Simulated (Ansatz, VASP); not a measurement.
# Two plane-wave programs on S

File INCAR:

```
PREC = Accurate ; ENCUT = 520
EDIFF = 1E-7 ; ISMEAR = 0
SIGMA = 0.15 ; LREAL = False
LASPH = True ; NELM = 100
ALGO = Normal ; ISIF = 2
LWAVE = False ; LCHARG = True
GGA = PE ; IVDW = 12
LVHAR = True ; NBANDS = 34
KPAR = 4
```

KPOINTS

```
Automatic mesh
0
Gamma
  9 16 5
```

POSCAR

```
S
1.0
    0.0000000000     -5.4762743414      0.0000000000
    0.0000000000      0.0000000000     -2.9602546931
   10.9525486828     -3.8333920390      2.0721782852
S
8
Direct
   -0.0094011725      0.6320669706      0.1886671009
   -0.3594011725      0.9820669706      0.6886671009
    0.3094011725      1.0679330294      0.8113328991
    0.6594011725      0.7179330294      0.3113328991
   -0.2797327687      0.6570669706      0.9386671009
    0.0702672313      0.3070669706      0.4386671009
    0.5797327687      0.0429330294      0.0613328991
    0.2297327687      0.3929330294      0.5613328991
```

Input for Ansatz:

```yaml
crystal:
  lattice:
    - [0.0, -5.4762743414, 0.0]
    - [0.0, 0.0, -2.9602546931]
    - [10.9525486828, -3.833392039, 2.0721782852]
  atoms:
    - { symbol: S, position: [-0.0094011725, 0.6320669706, 0.1886671009] }
    - { symbol: S, position: [-0.3594011725, 0.9820669706, 0.6886671009] }
    - { symbol: S, position: [0.3094011725, 1.0679330294, 0.8113328991] }
    - { symbol: S, position: [0.6594011725, 0.7179330294, 0.3113328991] }
    - { symbol: S, position: [-0.2797327687, 0.6570669706, 0.9386671009] }
    - { symbol: S, position: [0.0702672313, 0.3070669706, 0.4386671009] }
    - { symbol: S, position: [0.5797327687, 0.0429330294, 0.0613328991] }
    - { symbol: S, position: [0.2297327687, 0.3929330294, 0.5613328991] }
basis:
  ecutwfc: 420
kpoints:
  mp_grid: { grid: [9, 16, 5] }
hamiltonian:
  xc: pbe
  dispersion: d3bj
scf:
  occupations: { method: gaussian, width: 0.15 }
output:
  forces: true
  stress: true
  eigenvalues: true
```

Alike in both runs: task single point; functional PBE; dispersion D3(BJ); k mesh 9 × 16 × 5; occupations gaussian, width 0.15 eV; no spin polarisation.

|  | VASP | Ansatz |
| --- | --- | --- |
| version | VASP 6.6.1 | Ansatz 0.2.0 |
| potentials or method | VASP PAW PBE potentials, release 64 (S), cutoff 520 eV | scalar-relativistic, plane waves, PAW |
| valence electrons in the cell | 48 | 48 |

|  | VASP | Ansatz | Ansatz less VASP |
| --- | --- | --- | --- |
| gap on the k mesh at the Fermi level (eV) | none | none | - |
| pressure (GPa) | 8.3 | 9.2 | +0.93 |
| traceless stress, the component that is largest in VASP (GPa) | -10.42 | -10.97 | -0.550 |
| rms of the force components (eV/Å) | 4.027 | 4.286 | +0.2587 |

Atom by atom the forces differ by 0.284 eV/Å (rms over components). A gap of «none» marks a metal or a gap that the smearing closes.
